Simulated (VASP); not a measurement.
Wanted: the native input for a VASP 6.6.1 run.

- Task: single point
- Functional: PBEsol
- Potentials or basis: VASP PAW PBE potentials, release 64 (Fe, Pt)
- Cutoff: 520 eV
- k mesh: 8 × 8 × 6
- Occupations: fermi-dirac, width 0.1 eV
- Spin: collinear spin, ferromagnetic start
- Starting moments: [3.5, 0.0] μB
- Dipole correction: no
- Further INCAR settings: ALGO = Normal; EDIFF = 1e-06; NBANDS = 20

The structure of FePt lies in POSCAR:

```
FePt
1.0
    2.7769155219      0.0000000000      0.0000000000
    0.0000000000      2.7769155219      0.0000000000
    0.0000000000      0.0000000000      3.7929596994
Fe Pt
1 1
Direct
    0.0000000000      0.0000000000      0.0000000000
    0.5000000000      0.5000000000      0.5000000000
```

These files were run (other wordings do the same):

INCAR

```
PREC = Accurate
ENCUT = 520
EDIFF = 1E-6
ISMEAR = -1
SIGMA = 0.1
LREAL = False
LASPH = True
NELM = 150
ALGO = Normal
ISIF = 2
LWAVE = False
LCHARG = False
ISPIN = 2
MAGMOM = 3.5 0
LORBIT = 11
LMAXMIX = 4
GGA = PS
NBANDS = 20
```

KPOINTS

```
Automatic mesh
0
Gamma
  8 8 6
```

Potentials or basis: VASP PAW PBE potentials, release 64 (Fe, Pt).

Launch:

```console
$ cat potpaw_PBE.64/Fe/POTCAR potpaw_PBE.64/Pt/POTCAR > POTCAR
$ mpirun -np 1 vasp_std > vasp.out
```

Results of the run:

```json
{
 "Pressure": "-16.2 GPa",
 "Net moment": "3.40 μB per cell",
 "Site moments": "Fe +3.02; Pt +0.35 μB",
 "Valence electrons inside the program's atomic spheres": "Fe 6.87; Pt 9.29"
}
```

Caveat: the cell stands under tension; the PAW data sets were made with another functional, which shifts forces and pressure a little.

Wall time 2 min on 1 thread of Intel Xeon 8259CL (shared host), peak memory 0.2 GiB.
